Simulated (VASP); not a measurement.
Here is a VASP 6.6.1 calculation.

File INCAR:

```
PREC = Accurate
ENCUT = 520
EDIFF = 1E-7
ISMEAR = 0
SIGMA = 0.15
LREAL = False
LASPH = True
NELM = 100
ALGO = Normal
ISIF = 2
LWAVE = False
LCHARG = True
GGA = PS
LELF = True
LVHAR = True
NBANDS = 16
```

The input KPOINTS:

```
regular mesh
0
Gamma
  16 16 16
```

The input POSCAR:

```
GaSb
1.0
    0.0000000000      2.8786292123      3.4543550548
    2.8786292123      0.0000000000      3.4543550548
    2.8786292123      2.8786292123      0.0000000000
Ga Sb
1 1
Direct
    0.0000000000      0.0000000000      0.0000000000
    0.7500000000      0.7500000000      0.7500000000
```

Potentials or basis: VASP PAW PBE potentials, release 64 (Ga_d, Sb).

Run with:

```console
$ cat potpaw_PBE.64/Ga_d/POTCAR potpaw_PBE.64/Sb/POTCAR > POTCAR
$ mpirun -np 1 vasp_std > vasp.out
```

Q: What does it give for the band gap on the k mesh?

A: Zero (bands 9 and 10 overlap by 0.52 eV).

Q: Estimate the pressure.

A: -0.1 GPa.

Stress tensor (GPa, compression positive):
```
 3.13  0.00  0.00
 0.00  3.13  0.00
 0.00  0.00 -6.68
```

Caveat: semilocal functionals underestimate gaps, so a narrow gap can read as zero; the PAW data sets were made with another functional, which shifts forces and pressure a little; spin-orbit coupling is left out, which moves the levels of the heavy elements.
